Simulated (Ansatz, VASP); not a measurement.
Given: the input of a run of Ansatz 0.2.0 on ZnCu2SnS4.

The input input.yaml:

```yaml
crystal:
  lattice:
    - [-2.7350945641, 2.7350945641, 5.4607268748]
    - [2.7350945641, -2.7350945641, 5.4607268748]
    - [2.7350945641, 2.7350945641, -5.4607268748]
  atoms:
    - { symbol: Sn, position: [0.5, 0.5, 0.0] }
    - { symbol: Zn, position: [0.25, 0.75, 0.5] }
    - { symbol: Cu, position: [0.75, 0.25, 0.5] }
    - { symbol: Cu, position: [0.0, 0.0, 0.0] }
    - { symbol: S, position: [0.62799, 0.62839, 0.5128] }
    - { symbol: S, position: [0.88481, 0.37201, 0.0004] }
    - { symbol: S, position: [0.11559, 0.11519, 0.4872] }
    - { symbol: S, position: [0.37161, 0.88441, 0.9996] }
kpoints:
  mp_grid: { grid: [7, 7, 7] }
scf:
  occupations: { method: fermi_dirac, width: 0.05 }
hamiltonian:
  xc: pbesol
  pseudopotentials: { kind: all_electron, lapw: { basis_error: 0.001 } }
output:
  forces: true
  stress: true
  eigenvalues: true
```

Potentials or basis: all-electron LAPW, scalar-relativistic.

Command:

```sh
$ ansatz run input.yaml --threads 4 --pin off --max-ram 12288MiB --backend cpu --events-out ev --progress --plain --runs-dir out
```

Task: Set up the same calculation for VASP 6.6.1. Potentials there: VASP PAW PBE potentials, release 64 (Sn_d, Zn, Cu, S).

Result: As run (the cutoff follows the program's own potentials):

The input INCAR:

```
ALGO = Normal ; EDIFF = 1E-7
ENCUT = 520 ; GGA = PS
ISIF = 2 ; ISMEAR = -1
LASPH = T ; LCHARG = T
LELF = T ; LREAL = F
LVHAR = T ; LWAVE = F
NBANDS = 46 ; NELM = 60
PREC = Accurate ; SIGMA = 0.05
```

Contents of KPOINTS:

```
k-points
0
Gamma
  7 7 7
```

The input POSCAR:

```
ZnCu2SnS4
1.0
   -2.7350945641      2.7350945641      5.4607268748
    2.7350945641     -2.7350945641      5.4607268748
    2.7350945641      2.7350945641     -5.4607268748
Sn Zn Cu S
1 1 2 4
Direct
    0.5000000000      0.5000000000      0.0000000000
    0.2500000000      0.7500000000      0.5000000000
    0.7500000000      0.2500000000      0.5000000000
    0.0000000000      0.0000000000      0.0000000000
    0.6279900000      0.6283900000      0.5128000000
    0.8848100000      0.3720100000      0.0004000000
    0.1155900000      0.1151900000      0.4872000000
    0.3716100000      0.8844100000      0.9996000000
```

Potentials or basis: VASP PAW PBE potentials, release 64 (Sn_d, Zn, Cu, S).

Launch:

```console
$ cat potpaw_PBE.64/Sn_d/POTCAR potpaw_PBE.64/Zn/POTCAR potpaw_PBE.64/Cu/POTCAR potpaw_PBE.64/S/POTCAR > POTCAR
$ mpirun -np 1 vasp_std > vasp.out
```

Both were run:

|  | VASP | Ansatz | Ansatz less VASP |
| --- | --- | --- | --- |
| gap on the k mesh at the Fermi level (eV) | 0.18 | 0.16 | -0.021 |
| least direct gap on the mesh (eV) | 0.18 | 0.16 | -0.021 |
| pressure (GPa) | -2.9 | -3.0 | -0.10 |
| traceless stress, the component that is largest in VASP (GPa) | -0.07 | -0.06 | +0.004 |
| rms of the force components (eV/Å) | 0.226 | 0.239 | +0.0134 |

VASP's potentials were made for PBE, not for PBEsol. Atom by atom the forces differ by 0.014 eV/Å (rms over components). Ansatz ran all-electron here, and VASP with PAW potentials.
